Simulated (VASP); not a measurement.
Zr2TiO6: single point with PBE

Crystal: Zr2TiO6.

```
Zr Ti O
1.0
     7.47111   -1.59524   -0.00906
     7.47111    1.59524   -0.00906
    -0.17570    0.00000    4.89324
Zr Ti O
2 1 6
Direct
  0.34653 0.34653 0.98380
  0.65347 0.65347 0.01620
  0.00000 0.00000 0.50000
  0.44127 0.44127 0.67919
  0.77778 0.77778 0.80531
  0.09281 0.09281 0.79023
  0.90719 0.90719 0.20977
  0.22222 0.22222 0.19469
  0.55873 0.55873 0.32081
```

| Quantity | Value |
| --- | --- |
| Program | VASP 6.6.1 |
| Task | single point |
| Functional | PBE |
| Potentials or basis | VASP PAW PBE potentials, release 64 (Zr_sv, Ti_sv, O) |
| Cutoff | 520 eV |
| k mesh | 6 × 6 × 4 |
| Occupations | gaussian, width 0.1 eV |
| Spin | collinear spin |
| Starting moments | [0.0, 0.0, 1.0, 0.0, 0.0, 0.0, 0.0, 0.0, 0.0] μB |

```
Pressure                                              : 0.4 GPa
Largest force                                         : 0.031 eV/Å
Band gap on the k mesh                                : 2.36 eV (least direct gap 2.47 eV)
Net moment                                            : 0.00 μB per cell
Valence electrons inside the program's atomic spheres : Zr 9.67; Ti 10.09; O 5.05, 5.07 (each value once)
```

Forces in eV/Å, atoms in the order of the input:
```
Zr   0.021  0.000  0.007
Zr  -0.021  0.000 -0.007
Ti   0.000  0.000  0.000
O   -0.016  0.000  0.019
O   -0.014  0.000 -0.028
O    0.016  0.000  0.016
O   -0.016  0.000 -0.016
O    0.014  0.000  0.028
O    0.016  0.000 -0.019
```

Stress tensor (GPa, compression positive):
```
0.41 0.00 0.07
0.00 0.57 0.00
0.07 0.00 0.32
```

Levels at points of the mesh, in eV from the valence-band top:
Spin up:
```csv
k point,band 33,band 34,band 35,band 36,band 37,band 38,band 39,band 40
"(0.00, 0.00, 0.00)",-0.53,-0.53,-0.28,-0.03,2.47,2.88,3.17,4.01
"(0.50, 0.00, 0.00)",-1.19,-1.06,-0.82,-0.60,2.66,2.79,3.18,4.72
"(0.50, 0.50, 0.00)",-0.92,-0.81,-0.42,-0.04,2.46,2.94,3.02,3.97
"(0.00, 0.00, 0.50)",-0.93,-0.86,-0.70,-0.60,2.36,2.95,3.50,4.00
"(0.50, 0.00, 0.50)",-0.94,-0.68,-0.56,-0.35,2.56,2.75,3.21,4.75
"(0.50, 0.50, 0.50)",-0.66,-0.65,-0.56,-0.22,2.49,2.90,3.50,3.73
```
Spin down:
```tsv
k point	band 32	band 33	band 34	band 35	band 36	band 37	band 38	band 39	band 40	band 41
(0.00, 0.00, 0.00)	-0.98	-0.53	-0.53	-0.28	-0.03	2.47	2.88	3.17	4.01	4.39
(0.50, 0.00, 0.00)	-1.50	-1.19	-1.06	-0.82	-0.60	2.66	2.79	3.18	4.72	4.92
(0.50, 0.50, 0.00)	-1.08	-0.92	-0.81	-0.42	-0.04	2.46	2.94	3.02	3.97	4.33
(0.00, 0.00, 0.50)	-1.00	-0.93	-0.86	-0.70	-0.60	2.36	2.95	3.50	4.00	4.25
(0.50, 0.00, 0.50)	-1.21	-0.94	-0.68	-0.56	-0.35	2.56	2.75	3.21	4.75	4.76
(0.50, 0.50, 0.50)	-1.35	-0.66	-0.65	-0.56	-0.22	2.49	2.90	3.50	3.73	4.38
```

It took 19 min on 1 thread of Oxide Virtual Turin-like Processor, on a shared host, peak memory 0.67 GiB.

A k mesh can miss the band edges.
